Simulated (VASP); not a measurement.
Input of a VASP 6.6.1 run:

File INCAR:

```
SYSTEM = Na3WClO4
PREC = Accurate
ENCUT = 520
EDIFF = 1E-6
ISMEAR = -1
SIGMA = 0.02
LREAL = Auto
LASPH = .True.
NELM = 80
ALGO = Normal
ISIF = 2
LWAVE = .False.
LCHARG = .False.
GGA = PE
NBANDS = 81
```

The input KPOINTS:

```
Automatic mesh
0
Gamma
  3 3 4
  0 0 0
```

The input POSCAR:

```
Na3WClO4
1.0
    7.5925414750      0.0000000000      0.0000000000
    0.0000000000      7.5925414750      0.0000000000
    0.0000000000      0.0000000000      5.4130727585
Na W Cl O
6 2 2 8
Direct
    0.5000000000      0.0000000000      0.3616999523
    0.0000000000      0.5000000000      0.6383000477
    0.7500000000      0.2500000000      0.0000000000
    0.2500000000      0.2500000000      0.0000000000
    0.2500000000      0.7500000000      0.0000000000
    0.7500000000      0.7500000000      0.0000000000
    0.0000000000      0.0000000000      0.5000000000
    0.5000000000      0.5000000000      0.5000000000
    0.5000000000      0.0000000000      0.8460067957
    0.0000000000      0.5000000000      0.1539932043
    0.8105799723      0.0000000000      0.3014374690
    0.5000000000      0.3105799723      0.3014374690
    0.1894200277      0.0000000000      0.3014374690
    0.5000000000      0.6894200277      0.3014374690
    0.3105799723      0.5000000000      0.6985625310
    0.0000000000      0.1894200277      0.6985625310
    0.6894200277      0.5000000000      0.6985625310
    0.0000000000      0.8105799723      0.6985625310
```

Potentials or basis: VASP PAW PBE potentials, release 64 (Na_pv, W_sv, Cl, O).

Launch:

```bash
$ cat potpaw_PBE.64/Na_pv/POTCAR potpaw_PBE.64/W_sv/POTCAR potpaw_PBE.64/Cl/POTCAR potpaw_PBE.64/O/POTCAR > POTCAR
$ mpirun -np 1 vasp_std > vasp.out
```

What does it give for the pressure?

1.0 GPa.

Predict the band gap on the k mesh.

4.61 eV (least direct gap 4.62 eV).

Forces on the atoms (eV/Å):
```
Na   0.000  0.000 -0.008
Na   0.000  0.000  0.008
Na   0.000  0.000  0.000
Na   0.000  0.000  0.000
Na   0.000  0.000  0.000
Na   0.000  0.000  0.000
W    0.000  0.000  0.000
W    0.000  0.000  0.000
Cl   0.000  0.000  0.007
Cl   0.000  0.000 -0.007
O   -0.319  0.000 -0.247
O    0.000 -0.319 -0.247
O    0.319  0.000 -0.247
O    0.000  0.319 -0.247
O   -0.319  0.000  0.247
O    0.000  0.319  0.247
O    0.319  0.000  0.247
O    0.000 -0.319  0.247
```

Caveat: spin-orbit coupling is left out, which moves the levels of the heavy elements. A k mesh can miss the band edges.
